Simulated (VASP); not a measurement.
A run of VASP 6.6.1:

File INCAR:

```
SYSTEM = Li2O
  PREC = Accurate
  ENCUT = 750
  EDIFF = 1E-6
  ISMEAR = 0
  SIGMA = 0.02
  LREAL = .FALSE.
  LASPH = .TRUE.
  NELM = 120
  ALGO = Normal
  ISIF = 2
  LWAVE = .FALSE.
  LCHARG = .FALSE.
  GGA = PE
  NBANDS = 13
  GGA_COMPAT = .FALSE.
```

The input KPOINTS:

```
regular mesh
0
G
  7 7 7
  0 0 0
```

POSCAR

```
Li2O
1.0
    0.0000000000      2.3050000000      2.2973166667
    2.3050000000      0.0000000000      2.2973166667
    2.3050000000      2.3050000000      0.0000000000
Li O
2 1
Direct
    0.2500000000      0.2500000000      0.2500000000
    0.7500000000      0.7500000000      0.7500000000
    0.0000000000      0.0000000000      0.0000000000
```

Potentials or basis: VASP PAW PBE potentials, release 64 (Li_sv, O).

Run with:

```bash
$ cat potpaw_PBE.64/Li_sv/POTCAR potpaw_PBE.64/O/POTCAR > POTCAR
$ mpirun -np 1 vasp_std > vasp.out
```

Hardware: 1 thread of Intel(R) Xeon(R) Platinum 8488C (Sapphire Rapids) (shared host).

Problem. Estimate the wall time of this run.

Solution. It took 23 s on 1 thread of Intel(R) Xeon(R) Platinum 8488C (Sapphire Rapids), on a shared host, peak memory 0.16 GiB. Counts: scf iterations 13, k points 40.
